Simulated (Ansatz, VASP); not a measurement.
# Cu: VASP beside Ansatz

Contents of INCAR:

```
SYSTEM = Cu
ALGO = Normal ; EDIFF = 1E-6
ENCUT = 820 ; GGA = CA
GGA_COMPAT = .False. ; ISIF = 2
ISMEAR = 0 ; LASPH = .True.
LCHARG = .True. ; LELF = .True.
LREAL = .False. ; LVHAR = .True.
LWAVE = .False. ; NBANDS = 16
NELM = 120 ; PREC = Accurate
SIGMA = 0.15
```

KPOINTS

```
k-points
0
Gamma
  22 22 22
  0 0 0
```

The input POSCAR:

```
Cu
1.0
   -1.4631000000      1.4631000000      1.2908000000
    1.4631000000     -1.4631000000      1.2908000000
    1.4631000000      1.4631000000     -1.2908000000
Cu
1
Direct
    0.0000000000      0.0000000000      0.0000000000
```

Input for Ansatz:

```yaml
crystal:
  lattice:
    - [-1.4631, 1.4631, 1.2908]
    - [1.4631, -1.4631, 1.2908]
    - [1.4631, 1.4631, -1.2908]
  atoms:
    - { symbol: Cu, position: [0.0, 0.0, 0.0] }
basis:
  ecutwfc: 520.0
kpoints:
  mp_grid: { grid: [22, 22, 22] }
hamiltonian:
  xc: lda
  pseudopotentials: { kind: paw, azcp: { folder: soft_1 } }
scf:
  occupations: { method: gaussian, width: 0.15 }
output:
  forces: true
  stress: true
  eigenvalues: true
```

Alike in both runs: task single point; functional LDA; k mesh 22 × 22 × 22; occupations gaussian, width 0.15 eV; no spin polarisation.

```csv
,VASP,Ansatz
version,VASP 6.6.1,Ansatz 0.2.0
potentials or method,"VASP PAW LDA potentials, release 64 (Cu_sv_GW), cutoff 820 eV","scalar-relativistic, plane waves, PAW"
valence electrons in the cell,19,19
```

|  | VASP | Ansatz | Ansatz less VASP |
| --- | --- | --- | --- |
| gap on the k mesh at the Fermi level (eV) | none | none | - |
| pressure (GPa) | -2.3 | -1.7 | +0.63 |
| traceless stress, the component that is largest in VASP (GPa) | 1.20 | 1.18 | -0.023 |

Ansatz warns that its potentials were made for another functional, while VASP's fit it. LDA's correlation is that of Perdew and Zunger in VASP and of Perdew and Wang (1992) in Ansatz. A gap of «none» marks a metal or a gap that the smearing closes.
